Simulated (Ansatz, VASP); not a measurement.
# Al3Cu in VASP and in Ansatz

Contents of INCAR:

```
SYSTEM = Al3Cu
PREC = Accurate
ENCUT = 520
EDIFF = 1E-6
ISMEAR = 0
SIGMA = 0.1
LREAL = .FALSE.
LASPH = .TRUE.
NELM = 60
ALGO = Normal
ISIF = 2
LWAVE = .FALSE.
LCHARG = .TRUE.
GGA = PS
LELF = .TRUE.
LVHAR = .TRUE.
NBANDS = 18
```

KPOINTS

```
regular mesh
0
G
  12 12 12
  0 0 0
```

POSCAR

```
Al3Cu
1.0
    3.9313321963      0.0000000000      0.0000000000
    0.0000000000      3.9313321963      0.0000000000
    0.0000000000      0.0000000000      3.9313321963
Al Cu
3 1
Direct
    0.0000000000      0.5000000000      0.5000000000
    0.5000000000      0.0000000000      0.5000000000
    0.5000000000      0.5000000000      0.0000000000
    0.0000000000      0.0000000000      0.0000000000
```

Input for Ansatz:

```yaml
crystal:
  lattice:
    - [3.9313321963, 0.0, 0.0]
    - [0.0, 3.9313321963, 0.0]
    - [0.0, 0.0, 3.9313321963]
  atoms:
    - { symbol: Al, position: [0.0, 0.5, 0.5] }
    - { symbol: Al, position: [0.5, 0.0, 0.5] }
    - { symbol: Al, position: [0.5, 0.5, 0.0] }
    - { symbol: Cu, position: [0.0, 0.0, 0.0] }
basis:
  ecutwfc: 420
kpoints:
  mp_grid: { grid: [12, 12, 12] }
hamiltonian:
  xc: pbesol
scf:
  occupations: { method: gaussian, width: 0.1 }
output:
  forces: true
  stress: true
  eigenvalues: true
  populations: true
```

Alike in both runs: task single point; functional PBEsol; k mesh 12 × 12 × 12; occupations gaussian, width 0.1 eV; no spin polarisation.

```csv
,VASP,Ansatz
version,VASP 6.6.1,Ansatz 0.2.0
potentials or method,"VASP PAW PBE potentials, release 64 (Al, Cu), cutoff 520 eV","scalar-relativistic, plane waves, PAW"
valence electrons in the cell,20,28
```

```csv
,VASP,Ansatz,Ansatz less VASP
gap on the k mesh at the Fermi level (eV),none,none,-
pressure (GPa),-2.7,-2.9,-0.19
```

VASP's potentials were made for PBE, not for PBEsol. A gap of «none» marks a metal or a gap that the smearing closes. VASP's potentials hold 20 valence electrons a cell and Ansatz's 28, so a difference there can come from the potentials and not from the codes.
